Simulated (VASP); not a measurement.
A run of VASP 6.6.1 is set up as follows.

INCAR

```
SYSTEM = Cu
PREC = Accurate
ENCUT = 600
EDIFF = 1E-8
ISMEAR = -1
SIGMA = 0.15
LREAL = .FALSE.
LASPH = .TRUE.
NELM = 100
ALGO = Normal
ISIF = 3
LWAVE = .FALSE.
LCHARG = .TRUE.
GGA = PS
IBRION = 6
NFREE = 2
POTIM = 0.015
NSW = 1
```

The input KPOINTS:

```
regular mesh
0
G
  20 20 20
  0 0 0
```

File POSCAR:

```
Cu
1.0
    0.0000000000      1.7385110025      1.7385110025
    1.7385110025      0.0000000000      1.7385110025
    1.7385110025      1.7385110025      0.0000000000
Cu
1
Direct
    0.0000000000      0.0000000000      0.0000000000
```

Potentials or basis: VASP PAW PBE potentials, release 64 (Cu).

Run with:

```console
$ cat potpaw_PBE.64/Cu/POTCAR > POTCAR
$ mpirun -np 1 vasp_std > vasp.out
```

Question: What does it give for the elastic constants C11, C12, C44?

Answer: 273, 198, 127 GPa.

Question: Estimate the Voigt bulk modulus.

Answer: 223 GPa.

Clamped-ion elastic tensor (GPa):
```
273 198 198   0   0   0
198 273 198   0   0   0
198 198 273   0   0   0
  0   0   0 127   0   0
  0   0   0   0 127   0
  0   0   0   0   0 127
```

Caveat: the cell is under stress, which shifts elastic constants; the PAW data sets were made with another functional, which shifts forces and pressure a little.
